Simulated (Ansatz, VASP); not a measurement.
**Sn3Te in VASP and in Ansatz**

```
Sn Te
1.0
     4.86562    0.00000    0.00000
     0.00000    4.86562    0.00000
     0.00000    0.00000    4.86562
Sn Te
3 1
Direct
  0.52055 0.50000 0.00000
  0.50000 0.00000 0.50000
  0.00000 0.50000 0.50000
  0.00000 0.00000 0.00000
```

Alike in both runs: task single point; functional PBE; k mesh 5 × 5 × 5; no spin polarisation.

```csv
,VASP,Ansatz
version,VASP 6.6.1,Ansatz 0.2.0
potentials or method,"VASP PAW PBE potentials, release 64 (Sn_d, Te), cutoff 520 eV","plane waves, PAW"
occupations,"methfessel-paxton of order 1, width 0.1 eV",cold
valence electrons in the cell,48,58
```

```tsv
	VASP	Ansatz	Ansatz less VASP
rms of the force components (eV/Å)	0.049	0.048	-0.0013
```

Atom by atom the forces differ by 0.003 eV/Å (rms over components). VASP's potentials hold 48 valence electrons a cell and Ansatz's 58, so a difference there can come from the potentials and not from the codes.

Neither program's run includes spin-orbit coupling.
